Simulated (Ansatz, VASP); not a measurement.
**Ag in VASP and in Ansatz**

INCAR

```
ALGO = Normal
EDIFF = 1E-8
ENCUT = 400
GGA = PE
GGA_COMPAT = False
ISIF = 2
ISMEAR = -1
LASPH = True
LCHARG = False
LEFG = True
LREAL = False
LWAVE = False
NBANDS = 12
NELM = 120
PREC = Accurate
SIGMA = 0.05
```

File KPOINTS:

```
k-points
0
Gamma
  15 15 15
```

The input POSCAR:

```
Ag
1.0
    0.0000000000      2.0635310000      2.0431000000
    2.0635310000      0.0000000000      2.0431000000
    2.0635310000      2.0635310000      0.0000000000
Ag
1
Direct
    0.0000000000      0.0000000000      0.0000000000
```

Input for Ansatz:

```yaml
crystal:
  lattice:
    - [0.0, 2.063531, 2.0431]
    - [2.063531, 0.0, 2.0431]
    - [2.063531, 2.063531, 0.0]
  atoms:
    - { symbol: Ag, position: [0.0, 0.0, 0.0] }
kpoints:
  mp_grid: { grid: [15, 15, 15] }
scf:
  occupations: { method: fermi_dirac, width: 0.05 }
hamiltonian:
  xc: pbe
  pseudopotentials: { kind: paw }
output:
  forces: true
  stress: true
  eigenvalues: true
  efg: { contact_densities: true }
  write_density: true
  write_potential: true
  elf: true
  volumetric_format: npy
```

Change from the starting cell: equal xx and yy strain of +1 %, PAW files.

Alike in both runs: task electric field gradients; functional PBE; k mesh 15 × 15 × 15; occupations fermi-dirac, width 0.05 eV; no spin polarisation.

```csv
,VASP,Ansatz
version,VASP 6.6.1,Ansatz 0.2.0
potentials or method,"VASP PAW PBE potentials, release 64 (Ag)","PAW with Ansatz's default frozen-core files, scalar-relativistic"
plane-wave cutoff (eV),400,420
valence electrons in the cell,11,19
```

```csv
,VASP,Ansatz,Ansatz less VASP
pressure (GPa),1.9,2.4,+0.47
size of Vzz on the site where it differs most (V/Å²),1.1,1.4,+0.33
```

With one functional, cell and mesh, what is left measures potentials, basis and numerics. VASP's potentials hold 11 valence electrons a cell and Ansatz's 19, so a difference there can come from the potentials and not from the codes.
